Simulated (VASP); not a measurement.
FeNi3:

```
CELL_PARAMETERS angstrom
3.54500 0.00000 0.00000
0.00000 3.54500 0.00000
0.00000 0.00000 3.54500
ATOMIC_POSITIONS crystal
Fe 0.00000 0.00000 0.00000
Ni 0.00000 0.50000 0.50000
Ni 0.50000 0.00000 0.50000
Ni 0.50000 0.50000 0.00000
```

```yaml
Program: VASP 6.6.1
Task: relaxation of cell and atoms
Functional: PBE
Dispersion: D4
Potentials_or_basis: VASP PAW PBE potentials, release 64 (Fe, Ni)
Cutoff: 600 eV
k_mesh: 9 × 9 × 9
Occupations: fermi-dirac, width 0.15 eV
Spin: collinear spin, ferromagnetic start
Starting_moments: "[3.5, 1.5, 1.5, 1.5] μB"
```

At the start: pressure -5.7 GPa; volume 11.14 Å³/atom.

Where does the relaxation end?

Over 3 steps the energy falls by 6.1 meV/atom and the volume is 10.81 Å³/atom (-2.9 %); space group Pm-3m (No. 221, to 0.1 Å) before and after; moment 4.63 μB per cell.

The path:
```
step  energy change (eV)  largest force (eV/Å)  pressure (GPa)  volume (Å³)
   1              0.0000                0.0000           -5.73        44.55
   2             -0.0013                0.0000            6.35        42.03
   3             -0.0244                0.0000            0.01        43.24
```

Final structure:
```
Fe Ni
1.0
     3.50988    0.00000    0.00000
     0.00000    3.50988    0.00000
     0.00000    0.00000    3.50988
Fe Ni
1 3
Direct
  0.00000 0.00000 0.00000
  0.00000 0.50000 0.50000
  0.50000 0.00000 0.50000
  0.50000 0.50000 0.00000
```
